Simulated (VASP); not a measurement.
Here is a VASP 6.6.1 calculation.

Contents of INCAR:

```
SYSTEM = PdC18
PREC = Accurate
ENCUT = 520
EDIFF = 1E-6
ISMEAR = 0
SIGMA = 0.02
LREAL = Auto
LASPH = .TRUE.
NELM = 60
ALGO = Normal
ISIF = 2
LWAVE = .FALSE.
LCHARG = .FALSE.
GGA = PE
IVDW = 12
NBANDS = 56
```

Contents of KPOINTS:

```
Automatic mesh
0
G
  2 2 1
  0 0 0
```

The input POSCAR:

```
PdC18
1.0
    7.3980000000      0.0000000000      0.0000000000
   -3.6990000000      6.4068560000      0.0000000000
    0.0000000000      0.0000000000     12.0000000000
C Pd
18 1
Direct
   -0.0026712739     -0.0054131075      0.0926569167
    0.2202328846      0.1058723655      0.0860919167
   -0.0021584711      0.3315262587      0.0828904167
    0.2190870577      0.4392127746      0.0801845000
   -0.0032682698      0.6625048230      0.0818215000
    0.2186848944      0.7722043386      0.0826096667
    0.3300196038     -0.0042051827      0.0832731667
    0.5514518017      0.1056232573      0.0827997500
    0.3302578327      0.3291680038      0.0813852500
    0.5520402085      0.4386738207      0.0795000000
    0.3299700845      0.6622653919      0.0805354167
    0.5514820517      0.7712011945      0.0813487500
    0.6610640673     -0.0050840849      0.0861982500
    0.8849955508      0.1070713935      0.0910975833
    0.6633323725      0.3288672322      0.0812515000
    0.8853695244      0.4390426443      0.0808664167
    0.6630836372      0.6618528651      0.0793660000
    0.8845649539      0.7705278533      0.0838516667
    0.8979900732      1.0487014224      0.2622705833
```

Potentials or basis: VASP PAW PBE potentials, release 64 (C, Pd).

Launch:

```sh
$ cat potpaw_PBE.64/C/POTCAR potpaw_PBE.64/Pd/POTCAR > POTCAR
$ mpirun -np 1 vasp_std > vasp.out
```

**Question.** Estimate the band gap on the k mesh.

**Answer.** 0.10 eV.

**Question.** Estimate the dispersion energy per atom.

**Answer.** -0.099 eV.

**Question.** What does it give for the largest force?

**Answer.** 0.130 eV/Å.

Forces on the atoms (eV/Å):
```
C   -0.004 -0.003  0.022
C   -0.003  0.014  0.003
C   -0.006  0.002  0.000
C   -0.002  0.001 -0.009
C   -0.005 -0.011  0.001
C   -0.004 -0.001 -0.001
C   -0.013 -0.001 -0.005
C   -0.006  0.001 -0.012
C   -0.013  0.007 -0.002
C   -0.002  0.002 -0.001
C   -0.008 -0.015 -0.003
C    0.000  0.001 -0.010
C   -0.015 -0.006 -0.017
C   -0.012  0.019 -0.009
C   -0.010 -0.006  0.001
C    0.001  0.002  0.000
C   -0.017 -0.003  0.004
C   -0.006 -0.004  0.004
Pd   0.126  0.001  0.033
```

Caveat: the k points lie up to 0.49 Å⁻¹ apart; there is no dipole correction, which matters where the two faces differ.
